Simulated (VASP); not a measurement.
# CdSe (e600) (P6_3mc) in VASP: relaxation of the atoms with PBEsol

Aim: the relaxation of the atoms of CdSe (e600) with PBEsol.

All numbers are computed with VASP 6.6.1; they aren't measurements. Logs are shortened: lines on timing, memory, paths and dates and some standing lists are left out, and cuts for length are marked.

**1. The cell of the first run**

The structure is hexagonal, space group P6_3mc (No. 186). The conventional cell has a = 4.238 Å, b = 4.238 Å, c = 7.117 Å, α = 90.00°, β = 90.00°, γ = 120.00°. Within 3.5 Å of Cd (site symmetry 3m) lie 4 Se at 2.62 to 2.63 Å. Within 3.5 Å of Se (site symmetry 3m) lie 4 Cd at 2.62 to 2.63 Å.

**2. Relaxation of the atoms, PBEsol (strained cell)**

File INCAR:

```
PREC = Accurate ; ENCUT = 450
EDIFF = 1E-7 ; ISMEAR = 0
SIGMA = 0.02 ; LREAL = F
LASPH = T ; NELM = 120
ALGO = Normal ; ISIF = 2
LWAVE = F ; LCHARG = F
GGA = PS ; IBRION = 2
NSW = 60 ; EDIFFG = -0.002
GGA_COMPAT = F ; NELMIN = 4
```

File KPOINTS:

```
regular mesh
0
Gamma
  9 9 4
```

File POSCAR:

```
CdSe
1.0
    4.2375823472      0.0000000000      0.0000000000
   -2.1187911736      3.6698539633      0.0000000000
    0.0000000000      0.0000000000      7.1167720466
Cd Se
2 2
Direct
    0.3333333333      0.6666666667      0.0031218297
    0.6666666667      0.3333333333      0.5031218297
    0.3333333333      0.6666666667      0.3728781703
    0.6666666667      0.3333333333      0.8728781703
```

Potentials or basis: VASP PAW PBE potentials, release 64 (Cd, Se).

Command:

```
$ cat potpaw_PBE.64/Cd/POTCAR potpaw_PBE.64/Se/POTCAR > POTCAR
$ mpirun -np 1 vasp_std > vasp.out
```

OUTCAR:

```text
PREC = Accurate
   ENCUT = 450
   EDIFF = 1E-7
   ISMEAR = 0
   LREAL = F
   LASPH = T
   NELM = 120
   ISIF = 2
   GGA = PS
   IBRION = 2
   NSW = 60
   EDIFFG = -0.002
   NELMIN = 4

 ion  position               nearest neighbor table
   1  0.333  0.667  0.003-   4 2.62   4 2.62   4 2.62   3 2.63
   2  0.667  0.333  0.503-   3 2.62   3 2.62   3 2.62   4 2.63
   3  0.333  0.667  0.373-   2 2.62   2 2.62   2 2.62   1 2.63
   4  0.667  0.333  0.873-   1 2.62   1 2.62   1 2.62   2 2.63

  LATTYP: Found a hexagonal cell.
 ALAT       =     4.2375823472
 C/A-ratio  =     1.6794415928

  Lattice vectors:

 A1 = (   4.2375823472,   0.0000000000,   0.0000000000)
 A2 = (  -2.1187911736,   3.6698539633,   0.0000000000)
 A3 = (   0.0000000000,   0.0000000000,   7.1167720466)

Analysis of symmetry for initial positions (statically):
=====================================================================
 Subroutine PRICEL returns:
 Original cell was already a primitive cell.

 Routine SETGRP: Setting up the symmetry group for a
 hexagonal supercell.

 Subroutine GETGRP returns: Found 12 space group operations
 (whereof  6 operations were pure point group operations)
 out of a pool of 24 trial point group operations.

The static configuration has the point symmetry C_3v.
 The point group associated with its full space group is C_6v.

Analysis of symmetry for dynamics (positions and initial velocities):
=====================================================================
 Subroutine PRICEL returns:
 Original cell was already a primitive cell.

 Routine SETGRP: Setting up the symmetry group for a
 hexagonal supercell.

 Subroutine GETGRP returns: Found 12 space group operations
 (whereof  6 operations were pure point group operations)
 out of a pool of 24 trial point group operations.

The dynamic configuration has the point symmetry C_3v.
 The point group associated with its full space group is C_6v.

 Subroutine INISYM returns: Found 12 space group operations
 (whereof  6 operations are pure point group operations),
 and found     1 'primitive' translations

----------------------------------------------------------------------------------------

                                     Primitive cell

  volume of cell :     110.6751

  direct lattice vectors                    reciprocal lattice vectors
     4.237582347  0.000000000  0.000000000     0.235983615  0.136245203  0.000000000
    -2.118791174  3.669853963  0.000000000     0.000000000  0.272490407  0.000000000
     0.000000000  0.000000000  7.116772047     0.000000000  0.000000000  0.140513142

  length of vectors
     4.237582347  4.237582347  7.116772047     0.272490407  0.272490407  0.140513142

  position of ions in fractional coordinates (direct lattice)
     0.333333333  0.666666667  0.003121830
     0.666666667  0.333333333  0.503121830
     0.333333333  0.666666667  0.372878170
     0.666666667  0.333333333  0.872878170

  ion indices of the primitive-cell ions
   primitive index   ion index
                 1           1
                 2           2
                 3           3
                 4           4

----------------------------------------------------------------------------------------

 KPOINTS: regular mesh

Automatic generation of k-mesh.
 Grid dimensions read from file:
 generate k-points for:    9    9    4

 Generating k-lattice:

  Cartesian coordinates                     Fractional coordinates (reciprocal lattice)
     0.026220402  0.015138356  0.000000000     0.111111111  0.000000000  0.000000000
     0.000000000  0.030276712  0.000000000     0.000000000  0.111111111  0.000000000
     0.000000000  0.000000000  0.035128285     0.000000000  0.000000000  0.250000000

  Length of vectors
     0.030276712  0.030276712  0.035128285

  Shift w.r.t. Gamma in fractional coordinates (k-lattice)
     0.000000000  0.000000000  0.000000000

 Subroutine IBZKPT returns following result:
 ===========================================

 Found     36 irreducible k-points:

 Following reciprocal coordinates:
            Coordinates               Weight
  0.000000  0.000000  0.000000      1.000000
  0.111111 -0.000000  0.000000      6.000000
  0.222222  0.000000  0.000000      6.000000
  0.333333  0.000000  0.000000      6.000000
  0.444444  0.000000  0.000000      6.000000
  0.111111  0.111111  0.000000      6.000000
[... 16 lines left out ...]
  0.333333  0.222222  0.250000     24.000000
  0.333333  0.333333  0.250000      4.000000
 [... further k-points ...]
   k-points           NKPTS =     36   k-points in BZ     NKDIM =     36   number of bands    NBANDS=     22
   number of dos      NEDOS =    301   number of ions     NIONS =      4
   total plane-waves  NPLWV =  45000
   dimension x,y,z NGX =    30 NGY =   30 NGZ =   50
   dimension x,y,z NGXF=    60 NGYF=   60 NGZF=  100
   ions per type =               2   2
   NGX,Y,Z   is equivalent  to a cutoff of  11.77, 11.77, 11.68 a.u.
   NGXF,Y,Z  is equivalent  to a cutoff of  23.54, 23.54, 23.36 a.u.
 SYSTEM =  unknown system
   PREC   = accura    normal or accurate (medium, high low for compatibility)
   ISTART =      0    job   : 0-new  1-cont  2-samecut
   ICHARG =      2    charge: 1-file 2-atom 10-const
   ISPIN  =      1    spin polarized calculation?
   LNONCOLLINEAR =      F non collinear calculations
   LSORBIT =      F    spin-orbit coupling
   LASPH  =      T    aspherical Exc in radial PAW
   ENCUT  =  450.0 eV  33.07 Ry    5.75 a.u.   7.33  7.33 12.31*2*pi/ulx,y,z
   NELM   =    120;   NELMIN=  4; NELMDL= -5     # of ELM steps
   EDIFF  = 0.1E-06   stopping-criterion for ELM
   LREAL  =      F    real-space projection
   EDIFFG = -.2E-02   stopping-criterion for IOM
   NSW    =     60    number of steps for IOM
   IBRION =      2    ionic relax: 0-MD 1-quasi-New 2-CG
   NFREE  =      1    steps in history (QN), initial steepest desc. (CG)
   ISIF   =      2    stress and relaxation
   ISYM   =      2    0-nonsym 1-usesym 2-fastsym
   POTIM  = 0.5000    time-step for ionic-motion
   TEBEG  =    0.0;   TEEND  =   0.0 temperature during run
   PSTRESS=    0.0 pullay stress
   NELECT =      36.0000    total number of electrons
   NUPDOWN=      -1.0000    fix difference up-down
   EMIN   =  10.00;   EMAX   =-10.00  energy-range for DOS
   EFERMI =   0.00;   METHOD = LEGACY
   ISMEAR =     0;   SIGMA  =   0.02  broadening in eV -4-tet -1-fermi 0-gaus
   EFERMI_NEDOS =   21; number of points for ismear=-14 and -15
   IALGO  =     38    algorithm
   IMIX   =      4    mixing-type and parameters
     AMIX     =   0.40;   BMIX     =  1.00
     AMIX_MAG =   1.60;   BMIX_MAG =  1.00
  volume/ion in A,a.u.               =      27.67       186.72
  Fermi-wavevector in a.u.,A,eV,Ry     =   1.125881  2.127606 17.246842  1.267607
  Thomas-Fermi vector in A             =   2.262560
   LORBIT       =      0    0 simple, 1 ext, 2 COOP (PROOUT), +10 PAW based schemes
   GGA     = PS    functional components
   LHFCALC =     F    Hartree Fock is set to
   AEXX    =    0.0000 exact exchange contribution
   IVDW    =     0    specifies the selected vdW correction
   LEPSILON=     F    determine dielectric tensor
   LRPA    =     F    only Hartree local field effects (RPA)
 conjugate gradient relaxation of ions
 non-spin polarized calculation
 Gauss-broadening in eV      SIGMA  =   0.02
  energy-cutoff  :      450.00
  volume of cell :      110.68
 maximum number of plane-waves:      2448
 NGX is ok and might be reduce to    30
   NGX = 15   NGY = 15   NGZ = 25

--------------------------------------- Ionic step        1  -------------------------------------------

 number of electron      36.0000006 magnetization

 Free energy of the ion-electron system (eV)
  ---------------------------------------------------
  ext. energy  EPLUGINS =         0.00000000
  ---------------------------------------------------
  free energy    TOTEN  =       -12.33339785 eV

  energy without entropy =      -12.33339785  energy(sigma->0) =      -12.33339785

------------------------ aborting loop because EDIFF is reached ----------------------------------------

  FORCE on cell =-STRESS in cart. coord.  units (eV):
  Direction    XX          YY          ZZ          XY          YZ          ZX
  --------------------------------------------------------------------------------------
  -------------------------------------------------------------------------------------
  Total        1.0738676      1.0738676      0.1351779      0.0000000      0.0000000      0.0000000
  in kB       15.5457377     15.5457377      1.9568898      0.0000000      0.0000000      0.0000000
  external PRESSURE =      11.0161218 kB  Pullay stress =       0.0000000 kB
[... 61 lines left out ...]
  energy  without entropy=      -12.3334403356  energy(sigma->0) =      -12.33344034

--------------------------------------- Ionic step        3  -------------------------------------------

 number of electron      36.0000005 magnetization

 Free energy of the ion-electron system (eV)
  ---------------------------------------------------
  ext. energy  EPLUGINS =         0.00000000
  ---------------------------------------------------
  free energy    TOTEN  =       -12.33345517 eV

  energy without entropy =      -12.33345517  energy(sigma->0) =      -12.33345517

 E-fermi :   1.0996     XC(G=0):  -9.1707

 val. band max:        0.9935470833   @ k =   0.0000   0.0000   0.0000
 cond. band min:       1.5026796070   @ k =   0.0000   0.0000   0.0000
 fundamental gap:      0.5091325237
 Fermi energy:         1.0995812809

 k-point     1 :       0.0000    0.0000    0.0000
  band No.  band energies     occupation
      1     -11.7743      2.00000
      2     -11.3900      2.00000
      3      -7.0303      2.00000
      4      -7.0047      2.00000
      5      -7.0047      2.00000
      6      -6.9320      2.00000
[... 574 lines left out ...]
      6      -6.7842      2.00000
[... 14 lines left out ...]
     21       5.3444      0.00000
     22       7.4601      0.00000

 [... further k-points ...]
[... 5 lines left out ...]
  --------------------------------------------------------------------------------------
  -------------------------------------------------------------------------------------
  Total        1.0442196      1.0442196      0.1843040      0.0000000      0.0000000      0.0000000
  in kB       15.1165419     15.1165419      2.6680580      0.0000000      0.0000000      0.0000000
  external PRESSURE =      10.9670473 kB  Pullay stress =       0.0000000 kB
[... 19 lines left out ...]
  FREE ENERGIE OF THE ION-ELECTRON SYSTEM (eV)
  ---------------------------------------------------
  free  energy   TOTEN  =       -12.3334551716 eV

  energy  without entropy=      -12.3334551716  energy(sigma->0) =      -12.33345517

 reached required accuracy - stopping structural energy minimisation
```

Wall time 3.8 min (1 thread of Intel Xeon 8259CL, shared host); peak memory 0.24 GiB.

What came out:

```
Free energy               : -12.3335 eV
Energy gained by relaxing : 0.0 meV/atom
Ionic steps               : 3
Pressure after relaxing   : 1.1 GPa
Band gap on the k mesh    : 0.51 eV, direct
```

Final structure:
```
CELL_PARAMETERS angstrom
4.23758 0.00000 0.00000
-2.11879 3.66985 0.00000
0.00000 0.00000 7.11677
ATOMIC_POSITIONS crystal
Cd 0.33333 0.66667 0.00336
Cd 0.66667 0.33333 0.50336
Se 0.33333 0.66667 0.37264
Se 0.66667 0.33333 0.87264
```

Levels at points of the mesh, in eV from the valence-band top:
```
           k point  band 14  band 15  band 16  band 17  band 18  band 19  band 20  band 21  band 22
(0.00, 0.00, 0.00)    -0.76    -0.76    -0.19     0.00     0.00     0.51     2.28     5.79     5.86
(0.00, 0.00, 0.50)    -2.91    -0.40    -0.40    -0.40    -0.40     2.34     2.34     5.66     5.66
```

Caveat: the cell differs from its parent crystal (strained cell); the PAW data sets were made with another functional, which shifts forces and pressure a little.
